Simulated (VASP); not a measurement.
Crystal: SiC.

```
Si C
1.0
     0.00000    2.17400    2.17400
     2.17400    0.00000    2.17400
     2.17400    2.17400    0.00000
Si C
1 1
Direct
  0.00000 0.00000 0.00000
  0.25000 0.25000 0.25000
```

| Property | Result |
| --- | --- |
| Program | VASP 6.6.1 |
| Task | relaxation of cell and atoms |
| Functional | PBE |
| Potentials or basis | VASP PAW PBE potentials, release 64 (Si, C) |
| Cutoff | 600 eV |
| k mesh | 6 × 6 × 6 |
| Occupations | gaussian, width 0.1 eV |
| Spin | no spin polarisation |

At the start: pressure 4.7 GPa; volume 10.27 Å³/atom.

Question: Where does the relaxation end?

Answer: Over 3 steps the energy falls by 3.1 meV/atom and the volume is 10.50 Å³/atom (+2.1 %); space group F-43m (No. 216, to 0.05 Å).

The path:
```tsv
step	energy change (eV)	largest force (eV/Å)	pressure (GPa)	volume (Å³)
1	0.0000	0.0000	4.69	20.55
2	0.0004	0.0000	-4.47	21.46
3	-0.0063	0.0000	0.00	20.99
```

Final structure:
```cif
data_structure
_symmetry_space_group_name_H-M 'P 1'
_symmetry_Int_Tables_number 1
_cell_length_a 3.0963
_cell_length_b 3.0963
_cell_length_c 3.0963
_cell_angle_alpha 60.000
_cell_angle_beta 60.000
_cell_angle_gamma 60.000
_cell_volume 20.99
loop_
_atom_site_label
_atom_site_type_symbol
_atom_site_fract_x
_atom_site_fract_y
_atom_site_fract_z
_atom_site_occupancy
Si1 Si 0.00000 0.00000 0.00000 1
C1 C 0.25000 0.25000 0.25000 1
```
